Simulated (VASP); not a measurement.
Write the native input for VASP 6.6.1 that does the following.

```yaml
Task: electric field gradients
Functional: PBE
Potentials_or_basis: VASP PAW PBE potentials, release 64 (Cd, S)
Cutoff: 520 eV
k_mesh: 7 × 7 × 4
Occupations: fermi-dirac, width 0.01 eV
Spin: no spin polarisation
Dipole_correction: no
Further_INCAR_settings: ALGO = Normal; EDIFF = 1e-08; NBANDS = 26
```

The structure of CdS lies in POSCAR:

```
CdS
1.0
    4.1485361787      0.0000000000      0.0000000000
   -2.0742680894      3.5927377193      0.0000000000
    0.0000000000      0.0000000000      6.7714220916
Cd S
2 2
Direct
    0.3333333333      0.6666666667      0.0000000000
    0.6666666667      0.3333333333      0.5000000000
    0.3333333333      0.6666666667      0.3850000000
    0.6666666667      0.3333333333      0.8850000000
```

This cell differs from its parent crystal: volume scaled by 1.01.

The input as run:

INCAR

```
PREC = Accurate ; ENCUT = 520
EDIFF = 1E-8 ; ISMEAR = -1
SIGMA = 0.01 ; LREAL = False
LASPH = True ; NELM = 80
ALGO = Normal ; ISIF = 2
LWAVE = False ; LCHARG = False
GGA = PE ; LEFG = True
NBANDS = 26
```

KPOINTS

```
regular mesh
0
Gamma
  7 7 4
```

Potentials or basis: VASP PAW PBE potentials, release 64 (Cd, S).

Launch:

```sh
$ cat potpaw_PBE.64/Cd/POTCAR potpaw_PBE.64/S/POTCAR > POTCAR
$ mpirun -np 1 vasp_std > vasp.out
```

It gave:

The pressure is 2.2 GPa, the largest force is 0.259 eV/Å and the band gap on the k mesh is 1.21 eV, direct.

Caveat: without QUAD_EFG the Cq values of the log hold for a quadrupole moment of 1 mb, not for the nuclei.

Run time: 64 s on 1 thread of AMD EPYC 7R43 64-Core Processor (Zen 3), with other jobs on the host, peak memory 0.2 GiB.
